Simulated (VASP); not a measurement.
# Cd3SeS2 (P3m1) in VASP: notebook

The runs below take Cd3SeS2 through relaxation of shape and atoms at fixed volume, with PBE.

Program: VASP 6.6.1. These are calculated values, not measurements. Logs are shortened: lines on timing, memory, paths and dates and some standing lists are left out, and cuts for length are marked.

## (1) The cell of the first run

Symmetry: P3m1, No. 156, trigonal system. The conventional cell has a = 4.165 Å, b = 4.165 Å, c = 10.217 Å, α = 90.00°, β = 90.00°, γ = 120.00°. Within 3.3 Å of Cd (site symmetry 3m) lie 3 S at 2.53 Å and 1 Se at 2.62 Å. Within 3.3 Å of Cd (site symmetry 3m) lie 4 S at 2.52 to 2.53 Å. Within 3.3 Å of Cd (site symmetry 3m) lie 1 S at 2.51 Å and 3 Se at 2.60 Å. Within 3.4 Å of Se (site symmetry 3m) lie 4 Cd at 2.60 to 2.62 Å. Within 3.3 Å of S (site symmetry 3m) lie 4 Cd at 2.52 to 2.53 Å. Within 3.3 Å of S (site symmetry 3m) lie 4 Cd at 2.51 to 2.53 Å.

## (2) Relaxation of shape and atoms at fixed volume, PBE (volume scaled by 0.94)

The input, INCAR:

```
  ALGO = Normal
  EDIFF = 1E-7
  EDIFFG = -0.01
  ENCUT = 600
  GGA = PE
  IBRION = 2
  ISIF = 4
  ISMEAR = 0
  LASPH = T
  LCHARG = F
  LREAL = F
  LWAVE = F
  NELM = 80
  NSW = 50
  PREC = Accurate
  SIGMA = 0.02
```

The input, KPOINTS:

```
k-points
0
Gamma
  6 6 4
```

The input, POSCAR:

```
Cd3SeS2
1.0
    4.1651243323      0.0000000283      0.0000000000
   -2.0825621906      3.6071034675      0.0000000000
    0.0000000000      0.0000000000     10.2173968044
Cd Se S
3 1 2
Direct
    0.0000000000      0.0000000000      0.9907603040
    0.3333333333      0.6666666667      0.6665636366
    0.6666666667      0.3333333333      0.3432019676
    0.0000000000      0.0000000000      0.2474704735
    0.3333333333      0.6666666667      0.9130830994
    0.6666666667      0.3333333333      0.5889195189
```

Potentials or basis: VASP PAW PBE potentials, release 64 (Cd, Se, S).

Launch:

```
$ cat potpaw_PBE.64/Cd/POTCAR potpaw_PBE.64/Se/POTCAR potpaw_PBE.64/S/POTCAR > POTCAR
$ mpirun -np 1 vasp_std > vasp.out
```

OUTCAR:

```text
EDIFF = 1E-7
   EDIFFG = -0.01
   ENCUT = 600
   GGA = PE
   IBRION = 2
   ISIF = 4
   ISMEAR = 0
   LASPH = T
   LREAL = F
   NELM = 80
   NSW = 50
   PREC = Accurate

 ion  position               nearest neighbor table
   1  0.000  0.000  0.991-   5 2.53   5 2.53   5 2.53   4 2.62
   2  0.333  0.667  0.667-   5 2.52   6 2.53   6 2.53   6 2.53
   3  0.667  0.333  0.343-   6 2.51   4 2.60   4 2.60   4 2.60
   4  0.000  0.000  0.247-   3 2.60   3 2.60   3 2.60   1 2.62
   5  0.333  0.667  0.913-   2 2.52   1 2.53   1 2.53   1 2.53
   6  0.667  0.333  0.589-   3 2.51   2 2.53   2 2.53   2 2.53

  LATTYP: Found a hexagonal cell.
 ALAT       =     4.1651243323
 C/A-ratio  =     2.4530832670

  Lattice vectors:

 A1 = (   4.1651243323,   0.0000000283,   0.0000000000)
 A2 = (  -2.0825621906,   3.6071034675,   0.0000000000)
 A3 = (   0.0000000000,   0.0000000000,  10.2173968044)

Analysis of symmetry for initial positions (statically):
=====================================================================
 Subroutine PRICEL returns:
 Original cell was already a primitive cell.

 Routine SETGRP: Setting up the symmetry group for a
 hexagonal supercell.

 Subroutine GETGRP returns: Found  6 space group operations
 (whereof  6 operations were pure point group operations)
 out of a pool of 24 trial point group operations.

The static configuration has the point symmetry C_3v.

Analysis of symmetry for dynamics (positions and initial velocities):
=====================================================================
 Subroutine PRICEL returns:
 Original cell was already a primitive cell.

 Routine SETGRP: Setting up the symmetry group for a
 hexagonal supercell.

 Subroutine GETGRP returns: Found  6 space group operations
 (whereof  6 operations were pure point group operations)
 out of a pool of 24 trial point group operations.

The dynamic configuration has the point symmetry C_3v.

 Subroutine INISYM returns: Found  6 space group operations
 (whereof  6 operations are pure point group operations),
 and found     1 'primitive' translations

----------------------------------------------------------------------------------------

                                     Primitive cell

  volume of cell :     153.5065

  direct lattice vectors                    reciprocal lattice vectors
     4.165124332  0.000000028  0.000000000     0.240088870  0.138615376  0.000000000
    -2.082562191  3.607103467  0.000000000    -0.000000002  0.277230749  0.000000000
     0.000000000  0.000000000 10.217396804     0.000000000  0.000000000  0.097872288

  length of vectors
     4.165124332  4.165124332 10.217396804     0.277230749  0.277230749  0.097872288

  position of ions in fractional coordinates (direct lattice)
     0.000000000  0.000000000  0.990760304
     0.333333333  0.666666667  0.666563637
     0.666666667  0.333333333  0.343201968
     0.000000000  0.000000000  0.247470474
     0.333333333  0.666666667  0.913083099
     0.666666667  0.333333333  0.588919519

  ion indices of the primitive-cell ions
   primitive index   ion index
                 1           1
                 2           2
                 3           3
                 4           4
                 5           5
                 6           6

----------------------------------------------------------------------------------------

 KPOINTS: k-points

Automatic generation of k-mesh.
 Grid dimensions read from file:
 generate k-points for:    6    6    4

 Generating k-lattice:

  Cartesian coordinates                     Fractional coordinates (reciprocal lattice)
     0.040014812  0.023102563  0.000000000     0.166666667  0.000000000  0.000000000
    -0.000000000  0.046205125  0.000000000     0.000000000  0.166666667  0.000000000
     0.000000000  0.000000000  0.024468072     0.000000000  0.000000000  0.250000000

  Length of vectors
     0.046205125  0.046205125  0.024468072

  Shift w.r.t. Gamma in fractional coordinates (k-lattice)
     0.000000000  0.000000000  0.000000000

 Subroutine IBZKPT returns following result:
 ===========================================

 Found     24 irreducible k-points:

 Following reciprocal coordinates:
            Coordinates               Weight
  0.000000  0.000000  0.000000      1.000000
  0.166667  0.000000  0.000000      6.000000
  0.333333  0.000000  0.000000      6.000000
  0.500000  0.000000  0.000000      3.000000
  0.166667  0.166667  0.000000      6.000000
  0.333333  0.166667  0.000000     12.000000
[... 16 lines left out ...]
  0.333333  0.166667  0.500000     12.000000
  0.333333  0.333333  0.500000      2.000000
   k-points           NKPTS =     24   k-points in BZ     NKDIM =     24   number of bands    NBANDS=     32
   number of dos      NEDOS =    301   number of ions     NIONS =      6
   total plane-waves  NPLWV = 108864
   dimension x,y,z NGX =    36 NGY =   36 NGZ =   84
   dimension x,y,z NGXF=    72 NGYF=   72 NGZF=  168
   ions per type =               3   1   2
   NGX,Y,Z   is equivalent  to a cutoff of  14.37, 14.37, 13.67 a.u.
   NGXF,Y,Z  is equivalent  to a cutoff of  28.74, 28.74, 27.34 a.u.
 SYSTEM =  unknown system
   PREC   = accura    normal or accurate (medium, high low for compatibility)
   ISTART =      0    job   : 0-new  1-cont  2-samecut
   ICHARG =      2    charge: 1-file 2-atom 10-const
   ISPIN  =      1    spin polarized calculation?
   LNONCOLLINEAR =      F non collinear calculations
   LSORBIT =      F    spin-orbit coupling
   LASPH  =      T    aspherical Exc in radial PAW
   ENCUT  =  600.0 eV  44.10 Ry    6.64 a.u.   8.32  8.32 20.41*2*pi/ulx,y,z
   NELM   =     80;   NELMIN=  2; NELMDL= -5     # of ELM steps
   EDIFF  = 0.1E-06   stopping-criterion for ELM
   LREAL  =      F    real-space projection
   EDIFFG = -.1E-01   stopping-criterion for IOM
   NSW    =     50    number of steps for IOM
   IBRION =      2    ionic relax: 0-MD 1-quasi-New 2-CG
   NFREE  =      1    steps in history (QN), initial steepest desc. (CG)
   ISIF   =      4    stress and relaxation
   ISYM   =      2    0-nonsym 1-usesym 2-fastsym
   POTIM  = 0.5000    time-step for ionic-motion
   TEBEG  =    0.0;   TEEND  =   0.0 temperature during run
   PSTRESS=    0.0 pullay stress
   NELECT =      54.0000    total number of electrons
   NUPDOWN=      -1.0000    fix difference up-down
   EMIN   =  10.00;   EMAX   =-10.00  energy-range for DOS
   EFERMI =   0.00;   METHOD = LEGACY
   ISMEAR =     0;   SIGMA  =   0.02  broadening in eV -4-tet -1-fermi 0-gaus
   EFERMI_NEDOS =   21; number of points for ismear=-14 and -15
   IALGO  =     38    algorithm
   IMIX   =      4    mixing-type and parameters
     AMIX     =   0.40;   BMIX     =  1.00
     AMIX_MAG =   1.60;   BMIX_MAG =  1.00
  volume/ion in A,a.u.               =      25.58       172.65
  Fermi-wavevector in a.u.,A,eV,Ry     =   1.155661  2.183883 18.171294  1.335552
  Thomas-Fermi vector in A             =   2.292288
   LORBIT       =      0    0 simple, 1 ext, 2 COOP (PROOUT), +10 PAW based schemes
   GGA     = PE    functional components
   LHFCALC =     F    Hartree Fock is set to
   AEXX    =    0.0000 exact exchange contribution
   IVDW    =     0    specifies the selected vdW correction
   LEPSILON=     F    determine dielectric tensor
   LRPA    =     F    only Hartree local field effects (RPA)
 conjugate gradient relaxation of ions
 non-spin polarized calculation
 Gauss-broadening in eV      SIGMA  =   0.02
  energy-cutoff  :      600.00
  volume of cell :      153.51
 maximum number of plane-waves:      5158
 NGX is ok and might be reduce to    36
   NGX = 17   NGY = 17   NGZ = 41

--------------------------------------- Ionic step        1  -------------------------------------------

 number of electron      54.0000008 magnetization

 Free energy of the ion-electron system (eV)
  ---------------------------------------------------
  ext. energy  EPLUGINS =         0.00000000
  ---------------------------------------------------
  free energy    TOTEN  =       -17.62400228 eV

  energy without entropy =      -17.62400228  energy(sigma->0) =      -17.62400228

------------------------ aborting loop because EDIFF is reached ----------------------------------------

  FORCE on cell =-STRESS in cart. coord.  units (eV):
  Direction    XX          YY          ZZ          XY          YZ          ZX
  --------------------------------------------------------------------------------------
  -------------------------------------------------------------------------------------
  Total        3.7450130      3.7450130      3.7687037      0.0000000      0.0000000     -0.0000000
  in kB       39.0874270     39.0874270     39.3346915      0.0000000      0.0000000     -0.0000000
  external PRESSURE =      39.1698485 kB  Pullay stress =       0.0000000 kB
[... 185 lines left out ...]
  energy  without entropy=      -17.6241692767  energy(sigma->0) =      -17.62416928

--------------------------------------- Ionic step        6  -------------------------------------------

 number of electron      54.0000007 magnetization

 Free energy of the ion-electron system (eV)
  ---------------------------------------------------
  ext. energy  EPLUGINS =         0.00000000
  ---------------------------------------------------
  free energy    TOTEN  =       -17.62417960 eV

  energy without entropy =      -17.62417960  energy(sigma->0) =      -17.62417960

 E-fermi :   1.5522     XC(G=0):  -9.1161

 val. band max:        1.4628830207   @ k =   0.0000   0.0000   0.0000
 cond. band min:       2.2482865863   @ k =   0.0000   0.0000   0.0000
 fundamental gap:      0.7854035656
 Fermi energy:         1.5522304331

 k-point     1 :       0.0000    0.0000    0.0000
  band No.  band energies     occupation
      1     -11.2324      2.00000
      2     -10.9270      2.00000
      3     -10.9018      2.00000
      4      -6.5929      2.00000
      5      -6.5929      2.00000
      6      -6.5681      2.00000
[... 862 lines left out ...]
  FREE ENERGIE OF THE ION-ELECTRON SYSTEM (eV)
  ---------------------------------------------------
  free  energy   TOTEN  =       -17.6241795960 eV

  energy  without entropy=      -17.6241795960  energy(sigma->0) =      -17.62417960

 reached required accuracy - stopping structural energy minimisation
```

It took 13 min on 1 thread of Oxide Virtual Turin-like, shared host; peak memory 0.38 GiB.

Results:

```
Free energy                  : -17.6242 eV
Energy gained by relaxing    : 0.0 meV/atom
Ionic steps                  : 6
Pressure after relaxing      : 3.9 GPa
Largest force after relaxing : 0.009 eV/Å
Band gap on the k mesh       : 0.79 eV, direct
```

Forces in eV/Å, atoms in the order of the input:
```
Cd   0.000  0.000 -0.009
Cd   0.000  0.000  0.000
Cd   0.000  0.000 -0.003
Se   0.000  0.000  0.006
S    0.000  0.000  0.001
S    0.000  0.000  0.005
```

Step by step:
```csv
step,energy change (eV),largest force (eV/Å),pressure (GPa),volume (Å³)
1,0.0000,0.0384,3.92,153.51
2,-0.0001,0.0190,3.91,153.51
3,-0.0001,0.0126,3.90,153.51
4,-0.0001,0.0123,3.90,153.51
5,-0.0002,0.0110,3.90,153.51
6,-0.0002,0.0090,3.90,153.51
```

Final structure:
```cif
data_structure
_symmetry_space_group_name_H-M 'P 1'
_symmetry_Int_Tables_number 1
_cell_length_a 4.1651
_cell_length_b 4.1651
_cell_length_c 10.2174
_cell_angle_alpha 90.000
_cell_angle_beta 90.000
_cell_angle_gamma 120.000
_cell_volume 153.51
loop_
_atom_site_label
_atom_site_type_symbol
_atom_site_fract_x
_atom_site_fract_y
_atom_site_fract_z
_atom_site_occupancy
Cd1 Cd 0.00000 0.00000 0.99056 1
Cd2 Cd 0.33333 0.66667 0.66648 1
Cd3 Cd 0.66667 0.33333 0.34352 1
Se1 Se 0.00000 0.00000 0.24703 1
S1 S 0.33333 0.66667 0.91319 1
S2 S 0.66667 0.33333 0.58922 1
```

Levels at points of the mesh, in eV from the valence-band top:
```tsv
k point	band 24	band 25	band 26	band 27	band 28	band 29	band 30	band 31
(0.00, 0.00, 0.00)	-0.72	-0.22	0.00	0.00	0.79	2.49	2.80	6.09
(0.50, 0.00, 0.00)	-1.82	-1.64	-1.46	-0.98	3.17	3.50	3.60	3.97
(0.00, 0.00, 0.50)	-0.60	-0.60	-0.06	-0.06	1.94	2.03	2.71	5.67
(0.50, 0.00, 0.50)	-2.03	-1.72	-0.95	-0.84	2.62	3.59	3.81	4.48
```

Caveat: the cell differs from its parent crystal (volume scaled by 0.94).

## (3) Relaxation of shape and atoms at fixed volume, PBE (volume scaled by 0.97)

The input, INCAR:

```
PREC = Accurate
ENCUT = 600
EDIFF = 1E-6
ISMEAR = 0
SIGMA = 0.02
LREAL = F
LASPH = T
NELM = 80
ALGO = Normal
ISIF = 4
LWAVE = F
LCHARG = F
GGA = PE
IBRION = 2
NSW = 50
EDIFFG = -0.01
```

The input, KPOINTS:

```
regular mesh
0
Gamma
  6 6 4
```

The input, POSCAR:

```
Cd3SeS2
1.0
    4.2093399116      0.0000000286      0.0000000000
   -2.1046699805      3.6453952823      0.0000000000
    0.0000000000      0.0000000000     10.3231463955
Cd Se S
3 1 2
Direct
    0.0000000000      0.0000000000      0.9909710000
    0.3333333333      0.6666666667      0.6665880000
    0.6666666667      0.3333333333      0.3429170000
    0.0000000000      0.0000000000      0.2478580000
    0.3333333333      0.6666666667      0.9130000000
    0.6666666667      0.3333333333      0.5886650000
```

Potentials or basis: VASP PAW PBE potentials, release 64 (Cd, Se, S).

Launch:

```
$ cat potpaw_PBE.64/Cd/POTCAR potpaw_PBE.64/Se/POTCAR potpaw_PBE.64/S/POTCAR > POTCAR
$ mpirun -np 1 vasp_std > vasp.out
```

OUTCAR:

```text
PREC = Accurate
   ENCUT = 600
   EDIFF = 1E-6
   ISMEAR = 0
   LREAL = F
   LASPH = T
   NELM = 80
   ISIF = 4
   GGA = PE
   IBRION = 2
   NSW = 50
   EDIFFG = -0.01

 ion  position               nearest neighbor table
   1  0.000  0.000  0.991-   5 2.56   5 2.56   5 2.56   4 2.65
   2  0.333  0.667  0.667-   5 2.54   6 2.56   6 2.56   6 2.56
   3  0.667  0.333  0.343-   6 2.54   4 2.62   4 2.62   4 2.62
   4  0.000  0.000  0.248-   3 2.62   3 2.62   3 2.62   1 2.65
   5  0.333  0.667  0.913-   2 2.54   1 2.56   1 2.56   1 2.56
   6  0.667  0.333  0.589-   3 2.54   2 2.56   2 2.56   2 2.56

  LATTYP: Found a hexagonal cell.
 ALAT       =     4.2093399116
 C/A-ratio  =     2.4524382949

  Lattice vectors:
[... 194 lines left out ...]
  --------------------------------------------------------------------------------------
  -------------------------------------------------------------------------------------
  Total        1.9057075      1.9057075      1.9211290      0.0000000      0.0000000     -0.0000000
  in kB       19.2750768     19.2750768     19.4310563      0.0000000      0.0000000     -0.0000000
  external PRESSURE =      19.3270699 kB  Pullay stress =       0.0000000 kB
[... 107 lines left out ...]
--------------------------------------- Ionic step        4  -------------------------------------------

 number of electron      54.0000004 magnetization

 Free energy of the ion-electron system (eV)
  ---------------------------------------------------
  ext. energy  EPLUGINS =         0.00000000
  ---------------------------------------------------
  free energy    TOTEN  =       -17.71388862 eV

  energy without entropy =      -17.71388862  energy(sigma->0) =      -17.71388862

 E-fermi :   1.3318     XC(G=0):  -8.9702

 val. band max:        1.1958934714   @ k =   0.0000   0.0000   0.0000
 cond. band min:       1.9212407464   @ k =   0.0000   0.0000   0.0000
 fundamental gap:      0.7253472750
 Fermi energy:         1.3318126292

 k-point     1 :       0.0000    0.0000    0.0000
  band No.  band energies     occupation
      1     -11.3062      2.00000
      2     -11.0250      2.00000
      3     -10.9985      2.00000
      4      -6.7390      2.00000
      5      -6.7390      2.00000
      6      -6.7190      2.00000
[... 862 lines left out ...]
  FREE ENERGIE OF THE ION-ELECTRON SYSTEM (eV)
  ---------------------------------------------------
  free  energy   TOTEN  =       -17.7138886175 eV

  energy  without entropy=      -17.7138886175  energy(sigma->0) =      -17.71388862

 reached required accuracy - stopping structural energy minimisation
```

OSZICAR:

```text
N       E                     dE             d eps       ncg     rms          rms(c)
DAV:   1     0.417933263188E+03    0.41793E+03   -0.28534E+04  1536   0.172E+03
DAV:   2     0.710588167045E+01   -0.41083E+03   -0.40284E+03  1712   0.391E+02
DAV:   3    -0.188631883590E+02   -0.25969E+02   -0.25883E+02  1864   0.955E+01
[... 25 lines left out ...]
DAV:   5    -0.177138716683E+02    0.15752E-06   -0.18174E-06  1272   0.111E-02
   3 F= -.17713872E+02 E0= -.17713872E+02  d E =-.132176E-03
       N       E                     dE             d eps       ncg     rms          rms(c)
DAV:   1    -0.177138820805E+02   -0.10255E-04   -0.86520E-03  1536   0.505E-01    0.199E-02
DAV:   2    -0.177138889302E+02   -0.68497E-05   -0.83464E-05  1880   0.523E-02    0.743E-03
DAV:   3    -0.177138886175E+02    0.31270E-06   -0.12400E-06  1168   0.719E-03
   4 F= -.17713889E+02 E0= -.17713889E+02  d E =-.169492E-04
```

CONTCAR:

```text
Cd3SeS2
   1.00000000000000
     4.2090325340821790    0.0000000286020826    0.0000000000000000
    -2.1045162917356737    3.6451290855589868   -0.0000000000000000
    -0.0000000000000000    0.0000000000000000   10.3246542094492408
  Cd              Se              S
     3     1     2
Direct
     0.0000000000000000    0.0000000000000000    0.9908777287008056
     0.3333333332999970    0.6666666667000030    0.6664576684709169
     0.6666666667000030    0.3333333332999970    0.3431587762461473
     1.0000000000000000    0.0000000000000000    0.2474716720321407
     0.3333333332999970    0.6666666667000030    0.9131659124818219
     0.6666666667000030    0.3333333332999970    0.5888672420681630

  0.00000000E+00  0.00000000E+00  0.00000000E+00
  0.00000000E+00  0.00000000E+00  0.00000000E+00
  0.00000000E+00  0.00000000E+00  0.00000000E+00
  0.00000000E+00  0.00000000E+00  0.00000000E+00
  0.00000000E+00  0.00000000E+00  0.00000000E+00
  0.00000000E+00  0.00000000E+00  0.00000000E+00
```

It took 9.2 min on 1 thread of Oxide Virtual Turin-like, shared host; peak memory 0.38 GiB.

Results:

```
Free energy                  : -17.7139 eV
Energy gained by relaxing    : 0.0 meV/atom
Ionic steps                  : 4
Pressure after relaxing      : 1.9 GPa
Largest force after relaxing : 0.008 eV/Å
Band gap on the k mesh       : 0.73 eV, direct
```

Forces in eV/Å, atoms in the order of the input:
```
Cd   0.000  0.000 -0.008
Cd   0.000  0.000  0.007
Cd   0.000  0.000  0.001
Se   0.000  0.000  0.000
S    0.000  0.000 -0.005
S    0.000  0.000  0.005
```

The path:
| step | energy change (eV) | largest force (eV/Å) | pressure (GPa) | volume (Å³) |
| --- | --- | --- | --- | --- |
| 1 | 0.0000 | 0.0372 | 1.93 | 158.41 |
| 2 | -0.0001 | 0.0196 | 1.93 | 158.41 |
| 3 | -0.0001 | 0.0113 | 1.92 | 158.41 |
| 4 | -0.0001 | 0.0084 | 1.92 | 158.41 |

Final structure:
```
CELL_PARAMETERS angstrom
4.20903 0.00000 0.00000
-2.10452 3.64513 0.00000
0.00000 0.00000 10.32465
ATOMIC_POSITIONS crystal
Cd 0.00000 0.00000 0.99088
Cd 0.33333 0.66667 0.66646
Cd 0.66667 0.33333 0.34316
Se 0.00000 0.00000 0.24747
S 0.33333 0.66667 0.91317
S 0.66667 0.33333 0.58887
```

Caveat: the cell differs from its parent crystal (volume scaled by 0.97).
